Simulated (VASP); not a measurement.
Input of a VASP 6.6.1 run:

The input INCAR:

```
SYSTEM = CdS
ALGO = Normal ; EDIFF = 1E-8
ENCUT = 520 ; IBRION = 8
ISIF = 2 ; ISMEAR = 0
LASPH = .TRUE. ; LCHARG = .FALSE.
LREAL = .FALSE. ; LWAVE = .FALSE.
NELM = 60 ; NSW = 1
PREC = Accurate ; SIGMA = 0.01
```

KPOINTS

```
k-points
0
G
  6 6 4
  0 0 0
```

File POSCAR:

```
CdS
1.0
    4.0735086984      0.0000000000      0.0000000000
   -2.0367543492      3.5277620154      0.0000000000
    0.0000000000      0.0000000000      6.6384401386
Cd S
2 2
Direct
    0.3333333333      0.6666666667     -0.0005275156
    0.6666666667      0.3333333333      0.4994724844
    0.3333333333      0.6666666667      0.3755275156
    0.6666666667      0.3333333333      0.8755275156
```

Potentials or basis: VASP PAW LDA potentials, release 64 (Cd, S).

Command:

```console
$ cat potpaw_LDA.64/Cd/POTCAR potpaw_LDA.64/S/POTCAR > POTCAR
$ mpirun -np 1 vasp_std > vasp.out
```

Q: Estimate the highest phonon frequency at Γ, LO-TO splitting left out.

A: 310 cm⁻¹.

Phonon frequencies in cm⁻¹ (negative: imaginary):
```csv
q point,frequencies
"(0.000, 0.000, 0.000)",0 0 0 43 43 139 245 253 253 266 266 310
```
